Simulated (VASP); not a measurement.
Ge, 2 atoms in the cell. It takes space group Imma (No. 74, orthorhombic). The conventional cell has a = 3.985 Å, b = 4.015 Å, c = 5.658 Å, α = 90.00°, β = 90.00°, γ = 90.00°. Ge (site symmetry mm2) has 4 Ge at 2.44 to 2.46 Å within 3.2 Å.  This cell differs from its parent crystal: strain +0.0075 x Voigt [0, 0, 0, 0, 0, 1].

* Program: VASP 6.6.1
* Task: single point
* Functional: r2SCAN
* Potentials or basis: VASP PAW PBE potentials, release 64 (Ge_d)
* Cutoff: 520 eV
* k mesh: 10 × 10 × 10
* Occupations: gaussian, width 0.05 eV
* Spin: no spin polarisation
* Dipole correction: no
* Further INCAR settings: ALGO = Normal; EDIFF = 1e-06; NBANDS = 21

Potentials or basis: VASP PAW PBE potentials, release 64 (Ge_d).

Command:

```sh
$ cat potpaw_PBE.64/Ge_d/POTCAR > POTCAR
$ cp INCAR.step1 INCAR
$ mpirun -np 1 vasp_std > vasp.out
$ cp INCAR.step2 INCAR
$ mpirun -np 1 vasp_std > vasp.out
```

Hardware: 1 thread of AMD EPYC 9R45 96-Core Processor (Zen 5), with other jobs on the host.

**Question.** How long does it take, and how much memory?

**Answer.** Run time: 5.2 min on 1 thread of AMD EPYC 9R45 96-Core Processor (Zen 5), on a shared host, peak memory 0.23 GiB. Counts: k points 171.
